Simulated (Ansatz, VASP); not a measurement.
One calculation of TiAl, two programs

```
Ti Al
1.0
     2.91744    0.00000    0.00000
    -1.45872    2.48312    0.00000
     0.00000    0.00000    4.67808
Ti Al
1 1
Cartesian
  0.0000 0.0000 0.0000
  0.0000 1.6554 2.3390
```

Change from the starting cell: strain +0.0175 x Voigt [1, 0, 0, 0, 0, 0], atoms carried along.

Alike in both runs: task single point; functional r2SCAN; k mesh 18 × 18 × 10; occupations gaussian, width 0.15 eV; no spin polarisation.

|  | VASP | Ansatz |
| --- | --- | --- |
| version | VASP 6.6.1 | Ansatz 0.2.0 |
| potentials or method | VASP PAW PBE potentials, release 64 (Ti_sv, Al), cutoff 520 eV | scalar-relativistic, plane waves, PAW |
| valence electrons in the cell | 15 | 15 |

|  | VASP | Ansatz | Ansatz less VASP |
| --- | --- | --- | --- |
| gap on the k mesh at the Fermi level (eV) | none | none | - |
| pressure (GPa) | -2.8 | -2.8 | -0.08 |
| traceless stress, the component that is largest in VASP (GPa) | 1.07 | 1.07 | -0.002 |
| rms of the force components (eV/Å) | 0.034 | 0.034 | -0.0002 |

VASP's potentials were made for PBE, not for r2SCAN. Atom by atom the forces differ by 0.000 eV/Å (rms over components). A gap of «none» marks a metal or a gap that the smearing closes.
